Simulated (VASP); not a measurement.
# InPd (Pm-3m) in VASP: notebook

Aim: see how the results for InPd move with the level of theory and the settings. Levels: r2SCAN, PBE0. Tasks: single point.

Everything below comes from runs of VASP 6.6.1. Logs are shortened: lines on timing, memory, paths and dates and some standing lists are left out, and cuts for length are marked.

## 1. The cell of the first run

Symmetry: Pm-3m, No. 221, cubic system. The conventional cell has a = 3.315 Å, b = 3.315 Å, c = 3.315 Å, α = 90.00°, β = 90.00°, γ = 90.00°. In (site symmetry m-3m) has 8 Pd at 2.87 Å and 6 In at 3.31 Å within 3.8 Å. Within 3.8 Å of Pd (site symmetry m-3m) lie 8 In at 2.87 Å and 6 Pd at 3.31 Å.

## 2. Single point, r2SCAN

Input file POSCAR:

```
InPd
1.0
    3.3149408331      0.0000000000      0.0000000000
    0.0000000000      3.3149408331      0.0000000000
    0.0000000000      0.0000000000      3.3149408331
In Pd
1 1
Direct
    0.0000000000      0.0000000000      0.0000000000
    0.5000000000      0.5000000000      0.5000000000
```

Input file INCAR.step1:

```
SYSTEM = InPd
PREC     = Accurate       ! precision mode
ENCUT    = 590            ! plane-wave cutoff, eV
ISMEAR   = -1             ! smearing method
SIGMA    = 0.05           ! smearing width, eV
LREAL    = .False.        ! projectors in reciprocal space
LASPH    = .True.         ! aspherical terms in the spheres
NELM     = 120            ! most SCF steps
NBANDS   = 22             ! bands
GGA      = PE             ! functional
ALGO     = Normal         ! electronic algorithm
EDIFF    = 1E-5           ! SCF threshold, eV
LWAVE    = .True.         ! write WAVECAR
LCHARG   = .False.        ! write CHGCAR
GGA_COMPAT= .False.
```

Input file INCAR.step2:

```
SYSTEM = InPd
PREC     = Accurate       ! precision mode
ENCUT    = 590            ! plane-wave cutoff, eV
EDIFF    = 1E-6           ! SCF threshold, eV
ISMEAR   = -1             ! smearing method
SIGMA    = 0.05           ! smearing width, eV
LREAL    = .False.        ! projectors in reciprocal space
LASPH    = .True.         ! aspherical terms in the spheres
NELM     = 120            ! most SCF steps
ALGO     = Normal         ! electronic algorithm
ISIF     = 2              ! what is computed and relaxed
LWAVE    = .False.        ! write WAVECAR
LCHARG   = .False.        ! write CHGCAR
METAGGA  = R2SCAN         ! meta-GGA
LMIXTAU  = .True.       
NBANDS   = 22             ! bands
ISTART   = 1            
GGA_COMPAT= .False.
```

Input file KPOINTS:

```
Automatic mesh
0
Gamma
  8 8 8
  0 0 0
```

Potentials or basis: VASP PAW PBE potentials, release 64 (In_d, Pd_sv_GW).

The run is started by

```console
$ cat potpaw_PBE.64/In_d/POTCAR potpaw_PBE.64/Pd_sv_GW/POTCAR > POTCAR
$ cp INCAR.step1 INCAR
$ mpirun -np 1 vasp_std > vasp.out
$ cp INCAR.step2 INCAR
$ mpirun -np 1 vasp_std > vasp.out
```

OUTCAR:

```text
SYSTEM = InPd
   PREC = Accurate
   ENCUT = 590
   EDIFF = 1E-6
   ISMEAR = -1
   LREAL = .False.
   LASPH = .True.
   NELM = 120
   ISIF = 2
   METAGGA = R2SCAN
   ISTART = 1

 ion  position               nearest neighbor table
   1  0.000  0.000  0.000-   2 2.87   2 2.87   2 2.87   2 2.87   2 2.87   2 2.87   2 2.87   2 2.87

   2  0.500  0.500  0.500-   1 2.87   1 2.87   1 2.87   1 2.87   1 2.87   1 2.87   1 2.87   1 2.87

  LATTYP: Found a simple cubic cell.
 ALAT       =     3.3149408331

  Lattice vectors:

 A1 = (   3.3149408331,   0.0000000000,   0.0000000000)
 A2 = (   0.0000000000,   3.3149408331,   0.0000000000)
 A3 = (   0.0000000000,   0.0000000000,   3.3149408331)

Analysis of symmetry for initial positions (statically):
=====================================================================
 Subroutine PRICEL returns:
 Original cell was already a primitive cell.

 Routine SETGRP: Setting up the symmetry group for a
 simple cubic supercell.

 Subroutine GETGRP returns: Found 48 space group operations
 (whereof 48 operations were pure point group operations)
 out of a pool of 48 trial point group operations.

The static configuration has the point symmetry O_h .

Analysis of symmetry for dynamics (positions and initial velocities):
=====================================================================
 Subroutine PRICEL returns:
 Original cell was already a primitive cell.

 Routine SETGRP: Setting up the symmetry group for a
 simple cubic supercell.

 Subroutine GETGRP returns: Found 48 space group operations
 (whereof 48 operations were pure point group operations)
 out of a pool of 48 trial point group operations.

The dynamic configuration has the point symmetry O_h .

 Subroutine INISYM returns: Found 48 space group operations
 (whereof 48 operations are pure point group operations),
 and found     1 'primitive' translations

----------------------------------------------------------------------------------------

                                     Primitive cell

  volume of cell :      36.4273

  direct lattice vectors                    reciprocal lattice vectors
     3.314940833  0.000000000  0.000000000     0.301664509  0.000000000  0.000000000
     0.000000000  3.314940833  0.000000000     0.000000000  0.301664509  0.000000000
     0.000000000  0.000000000  3.314940833     0.000000000  0.000000000  0.301664509

  length of vectors
     3.314940833  3.314940833  3.314940833     0.301664509  0.301664509  0.301664509

  position of ions in fractional coordinates (direct lattice)
     0.000000000  0.000000000  0.000000000
     0.500000000  0.500000000  0.500000000

  ion indices of the primitive-cell ions
   primitive index   ion index
                 1           1
                 2           2

----------------------------------------------------------------------------------------

 KPOINTS: Automatic mesh

Automatic generation of k-mesh.
 Grid dimensions read from file:
 generate k-points for:    8    8    8

 Generating k-lattice:

  Cartesian coordinates                     Fractional coordinates (reciprocal lattice)
     0.037708064  0.000000000  0.000000000     0.125000000  0.000000000  0.000000000
     0.000000000  0.037708064  0.000000000     0.000000000  0.125000000  0.000000000
     0.000000000  0.000000000  0.037708064     0.000000000  0.000000000  0.125000000

  Length of vectors
     0.037708064  0.037708064  0.037708064

  Shift w.r.t. Gamma in fractional coordinates (k-lattice)
     0.000000000  0.000000000  0.000000000

 Subroutine IBZKPT returns following result:
 ===========================================

 Found     35 irreducible k-points:

 Following reciprocal coordinates:
            Coordinates               Weight
  0.000000  0.000000  0.000000      1.000000
  0.125000  0.000000  0.000000      6.000000
  0.250000  0.000000  0.000000      6.000000
  0.375000  0.000000  0.000000      6.000000
  0.500000  0.000000  0.000000      3.000000
  0.125000  0.125000  0.000000     12.000000
[... 16 lines left out ...]
  0.375000  0.375000  0.125000     24.000000
  0.500000  0.375000  0.125000     24.000000
 [... further k-points ...]
   k-points           NKPTS =     35   k-points in BZ     NKDIM =     35   number of bands    NBANDS=     22
   number of dos      NEDOS =    301   number of ions     NIONS =      2
   total plane-waves  NPLWV =  21952
   dimension x,y,z NGX =    28 NGY =   28 NGZ =   28
   dimension x,y,z NGXF=    56 NGYF=   56 NGZF=   56
   ions per type =               1   1
   NGX,Y,Z   is equivalent  to a cutoff of  14.04, 14.04, 14.04 a.u.
   NGXF,Y,Z  is equivalent  to a cutoff of  28.08, 28.08, 28.08 a.u.
 SYSTEM =  InPd
   PREC   = accura    normal or accurate (medium, high low for compatibility)
   ISTART =      1    job   : 0-new  1-cont  2-samecut
   ICHARG =      0    charge: 1-file 2-atom 10-const
   ISPIN  =      1    spin polarized calculation?
   LNONCOLLINEAR =      F non collinear calculations
   LSORBIT =      F    spin-orbit coupling
   LASPH  =      T    aspherical Exc in radial PAW
   ENCUT  =  590.0 eV  43.36 Ry    6.59 a.u.   6.57  6.57  6.57*2*pi/ulx,y,z
   NELM   =    120;   NELMIN=  2; NELMDL=  0     # of ELM steps
   EDIFF  = 0.1E-05   stopping-criterion for ELM
   LREAL  =      F    real-space projection
   EDIFFG = 0.1E-04   stopping-criterion for IOM
   NSW    =      0    number of steps for IOM
   IBRION =     -1    ionic relax: 0-MD 1-quasi-New 2-CG
   NFREE  =      0    steps in history (QN), initial steepest desc. (CG)
   ISIF   =      2    stress and relaxation
   ISYM   =      2    0-nonsym 1-usesym 2-fastsym
   POTIM  = 0.5000    time-step for ionic-motion
   TEBEG  =    0.0;   TEEND  =   0.0 temperature during run
   PSTRESS=    0.0 pullay stress
   NELECT =      31.0000    total number of electrons
   NUPDOWN=      -1.0000    fix difference up-down
   EMIN   =  10.00;   EMAX   =-10.00  energy-range for DOS
   EFERMI =   0.00;   METHOD = LEGACY
   ISMEAR =    -1;   SIGMA  =   0.05  broadening in eV -4-tet -1-fermi 0-gaus
   EFERMI_NEDOS =   21; number of points for ismear=-14 and -15
   IALGO  =     38    algorithm
   IMIX   =      4    mixing-type and parameters
     AMIX     =   0.40;   BMIX     =  1.00
     AMIX_MAG =   1.60;   BMIX_MAG =  1.00
  volume/ion in A,a.u.               =      18.21       122.91
  Fermi-wavevector in a.u.,A,eV,Ry     =   1.551385  2.931693 32.746444  2.406796
  Thomas-Fermi vector in A             =   2.655912
   LORBIT       =      0    0 simple, 1 ext, 2 COOP (PROOUT), +10 PAW based schemes
   METAGGA = R2SCAN    functional components
   LHFCALC =     F    Hartree Fock is set to
   AEXX    =    0.0000 exact exchange contribution
   IVDW    =     0    specifies the selected vdW correction
   LEPSILON=     F    determine dielectric tensor
   LRPA    =     F    only Hartree local field effects (RPA)
 non-spin polarized calculation
  energy-cutoff  :      590.00
  volume of cell :       36.43
 maximum number of plane-waves:      1213
 NGX is ok and might be reduce to    28
   NGX = 13   NGY = 13   NGZ = 13

 number of electron      31.0000000 magnetization

 Free energy of the ion-electron system (eV)
  ---------------------------------------------------
  ext. energy  EPLUGINS =         0.00000000
  ---------------------------------------------------
  free energy    TOTEN  =       -45.15550928 eV

  energy without entropy =      -45.14566821  energy(sigma->0) =      -45.15058874

 E-fermi :   9.1817     XC(G=0): -13.1147

 val. band max:        9.1708808606   @ k =   0.3750   0.3750   0.1250
 cond. band min:       9.3295768794   @ k =   0.5000   0.5000   0.5000
 fundamental gap:      0.1586960188
 Fermi energy:         9.1816968214

 k-point     1 :       0.0000    0.0000    0.0000
  band No.  band energies     occupation
      1     -77.5545      2.00000
      2     -42.4739      2.00000
      3     -42.4739      2.00000
      4     -42.4739      2.00000
      5      -6.2031      2.00000
      6      -6.2031      2.00000
[... 14 lines left out ...]
     21      19.8933      0.00000
     22      25.8865      0.00000

 k-point     2 :       0.1250    0.0000    0.0000
  band No.  band energies     occupation
      1     -77.5543      2.00000
      2     -42.4780      2.00000
      3     -42.4734      2.00000
      4     -42.4734      2.00000
      5      -6.1957      2.00000
      6      -6.1547      2.00000
[... 14 lines left out ...]
     21      21.5151      0.00000
     22      25.2925      0.00000

 k-point     3 :       0.2500    0.0000    0.0000
  band No.  band energies     occupation
      1     -77.5538      2.00000
      2     -42.4884      2.00000
      3     -42.4728      2.00000
      4     -42.4728      2.00000
      5      -6.1776      2.00000
      6      -6.0382      2.00000
[... 14 lines left out ...]
     21      24.3304      0.00000
     22      24.5672      0.00000

 k-point     4 :       0.3750    0.0000    0.0000
  band No.  band energies     occupation
      1     -77.5533      2.00000
      2     -42.4985      2.00000
      3     -42.4720      2.00000
      4     -42.4720      2.00000
      5      -6.1595      2.00000
      6      -5.9223      2.00000
[... 14 lines left out ...]
     21      22.1786      0.00000
     22      22.1786      0.00000

 k-point     5 :       0.5000    0.0000    0.0000
  band No.  band energies     occupation
      1     -77.5531      2.00000
      2     -42.5024      2.00000
      3     -42.4715      2.00000
      4     -42.4715      2.00000
      5      -6.1520      2.00000
      6      -5.9250      2.00000
[... 14 lines left out ...]
     21      20.2321      0.00000
     22      20.5096      0.00000

 k-point     6 :       0.1250    0.1250    0.0000
  band No.  band energies     occupation
      1     -77.5541      2.00000
      2     -42.4778      2.00000
      3     -42.4776      2.00000
      4     -42.4731      2.00000
      5      -6.1691      2.00000
      6      -6.1257      2.00000
[... 14 lines left out ...]
     21      21.6509      0.00000
     22      24.0989      0.00000

 k-point     7 :       0.2500    0.1250    0.0000
  band No.  band energies     occupation
      1     -77.5536      2.00000
      2     -42.4878      2.00000
      3     -42.4769      2.00000
      4     -42.4724      2.00000
      5      -6.1456      2.00000
      6      -6.0155      2.00000
[... 324 lines left out ...]
      6      -5.9583      2.00000
[... 14 lines left out ...]
     21      22.1721      0.00000
     22      22.3483      0.00000

 k-point    21 :       0.3750    0.2500    0.1250
  band No.  band energies     occupation
      1     -77.5525      2.00000
      2     -42.4966      2.00000
      3     -42.4857      2.00000
      4     -42.4749      2.00000
      5      -6.0253      2.00000
      6      -6.0149      2.00000
[... 14 lines left out ...]
     21      22.0768      0.00000
     22      23.2023      0.00000

 k-point    22 :       0.5000    0.2500    0.1250
  band No.  band energies     occupation
      1     -77.5523      2.00000
      2     -42.5007      2.00000
      3     -42.4853      2.00000
      4     -42.4746      2.00000
      5      -6.0411      2.00000
      6      -6.0166      2.00000
[... 14 lines left out ...]
     21      22.0066      0.00000
     22      24.0366      0.00000

 k-point    23 :       0.3750    0.3750    0.1250
  band No.  band energies     occupation
      1     -77.5520      2.00000
      2     -42.4957      2.00000
      3     -42.4955      2.00000
      4     -42.4740      2.00000
      5      -6.0844      2.00000
      6      -5.9871      2.00000
[... 14 lines left out ...]
     21      20.5676      0.00000
     22      22.8110      0.00000

 k-point    24 :       0.5000    0.3750    0.1250
  band No.  band energies     occupation
      1     -77.5518      2.00000
      2     -42.4997      2.00000
      3     -42.4952      2.00000
      4     -42.4736      2.00000
      5      -6.1119      2.00000
      6      -5.9778      2.00000
[... 14 lines left out ...]
     21      20.7388      0.00000
     22      22.7622      0.00000

 [... further k-points ...]

------------------------ aborting loop because EDIFF is reached ----------------------------------------

  FORCE on cell =-STRESS in cart. coord.  units (eV):
  Direction    XX          YY          ZZ          XY          YZ          ZX
  --------------------------------------------------------------------------------------
  -------------------------------------------------------------------------------------
  Total       -1.2261350     -1.2261350     -1.2261350     -0.0000000     -0.0000000     -0.0000000
  in kB      -53.9288964    -53.9288964    -53.9288964     -0.0000000     -0.0000000     -0.0000000
  external PRESSURE =     -53.9288964 kB  Pullay stress =       0.0000000 kB

 VOLUME and BASIS-vectors are now :
 -----------------------------------------------------------------------------
  energy-cutoff  :      590.00
  volume of cell :       36.43
      direct lattice vectors                 reciprocal lattice vectors
     3.314940833  0.000000000  0.000000000     0.301664509  0.000000000  0.000000000
     0.000000000  3.314940833  0.000000000     0.000000000  0.301664509  0.000000000
     0.000000000  0.000000000  3.314940833     0.000000000  0.000000000  0.301664509

 POSITION                                       TOTAL-FORCE (eV/Angst)
 -----------------------------------------------------------------------------------
      0.00000      0.00000      0.00000         0.000000      0.000000      0.000000
      1.65747      1.65747      1.65747         0.000000      0.000000      0.000000
 -----------------------------------------------------------------------------------
    total drift:                                0.000000      0.000000      0.000000

  FREE ENERGIE OF THE ION-ELECTRON SYSTEM (eV)
  ---------------------------------------------------
  free  energy   TOTEN  =       -45.1555092809 eV

  energy  without entropy=      -45.1456682070  energy(sigma->0) =      -45.15058874
```

It took 3.2 min on 1 thread of AMD EPYC 7R43 (Zen 3), shared host; peak memory 0.17 GiB.

What came out:

```
Free energy            : -45.1555 eV
Pressure               : -5.4 GPa
Band gap on the k mesh : zero (an odd number of electrons rules out a gap without spin polarisation)
```

Levels at points of the mesh, in eV from the Fermi level:
```
           k point  band 12  band 13  band 14  band 15  band 16  band 17  band 18  band 19  band 20  band 21
(0.00, 0.00, 0.00)    -3.72    -2.22    -2.22    -2.22     4.53     4.53     4.53     9.70    10.71    10.71
(0.50, 0.00, 0.00)    -3.68    -3.16    -3.16    -2.28    -1.07     9.84     9.84    10.13    11.05    11.05
(0.50, 0.50, 0.00)    -2.63    -2.63    -2.17    -2.17    -1.67     1.50     2.60     9.87    11.90    11.90
(0.50, 0.50, 0.50)    -4.76    -1.64    -1.64     0.15     4.03     4.03     4.03     4.50     4.50     4.50
```

Caveat: the cell stands under tension; the PAW data sets were made with another functional, which shifts forces and pressure a little; spin-orbit coupling is left out, which moves the levels of the heavy elements.

## 3. Single point, PBE0

This run uses another cell than the first one, of 16.81 Å³/atom.

Input file POSCAR:

```
InPd
1.0
    3.2276647001      0.0000000000      0.0000000000
    0.0000000000      3.2276647001      0.0000000000
    0.0000000000      0.0000000000      3.2276647001
In Pd
1 1
Direct
    0.0000000000      0.0000000000      0.0000000000
    0.5000000000      0.5000000000      0.5000000000
```

Input file INCAR.step1:

```
SYSTEM = InPd
  PREC = Accurate
  ENCUT = 520
  EDIFF = 1E-5
  ISMEAR = -1
  SIGMA = 0.05
  LREAL = .False.
  LASPH = .True.
  NELM = 60
  ALGO = Normal
  ISIF = 2
  LWAVE = .True.
  GGA = PE
  NBANDS = 18
```

Input file INCAR.step2:

```
SYSTEM = InPd
  PREC = Accurate
  ENCUT = 520
  EDIFF = 1E-6
  ISMEAR = -1
  SIGMA = 0.05
  LREAL = .False.
  LASPH = .True.
  NELM = 60
  ALGO = Normal
  ISIF = 2
  LWAVE = .False.
  LCHARG = .True.
  GGA = PE
  LHFCALC = .True.
  AEXX = 0.25
  PRECFOCK = Normal
  LELF = .True.
  LVHAR = .True.
  ISTART = 1
  NBANDS = 18
```

Input file KPOINTS:

```
regular mesh
0
Gamma
  4 4 4
  0 0 0
```

Potentials or basis: VASP PAW PBE potentials, release 64 (In_d, Pd).

The run is started by

```console
$ cat potpaw_PBE.64/In_d/POTCAR potpaw_PBE.64/Pd/POTCAR > POTCAR
$ cp INCAR.step1 INCAR
$ mpirun -np 1 vasp_std > vasp.out
$ cp INCAR.step2 INCAR
$ mpirun -np 1 vasp_std > vasp.out
```

Run time: 14 min. Hardware: 1 thread of Intel Xeon Platinum 8488C (Sapphire Rapids), shared host; peak memory 0.16 GiB.

The run converged. Its results:

| Quantity | Value |
| --- | --- |
| Free energy | -11.2746 eV |
| Pressure | 5.3 GPa |
| Band gap on the k mesh | zero (an odd number of electrons rules out a gap without spin polarisation) |

Levels at points of the mesh, in eV from the Fermi level:
| k point | band 8 | band 9 | band 10 | band 11 | band 12 | band 13 | band 14 | band 15 |
| --- | --- | --- | --- | --- | --- | --- | --- | --- |
| (0.00, 0.00, 0.00) | -5.64 | -3.74 | -3.73 | -3.72 | 5.11 | 5.11 | 5.12 | 11.53 |
| (0.50, 0.00, 0.00) | -5.64 | -4.90 | -4.89 | -3.85 | -2.19 | 10.88 | 11.15 | 11.15 |
| (0.50, 0.50, 0.00) | -4.25 | -4.21 | -3.44 | -3.38 | -3.15 | 2.20 | 3.34 | 10.95 |
| (0.50, 0.50, 0.50) | -6.71 | -3.09 | -3.09 | 0.85 | 4.32 | 4.36 | 4.39 | 5.14 |

Caveat: the k points lie up to 0.49 Å⁻¹ apart, too coarse for converged energies and pressures of a metal; the PAW data sets were made with another functional, which shifts forces and pressure a little; spin-orbit coupling is left out, which moves the levels of the heavy elements.

The gap in the log of VASP goes by the Fermi energy; the results here count the filled bands.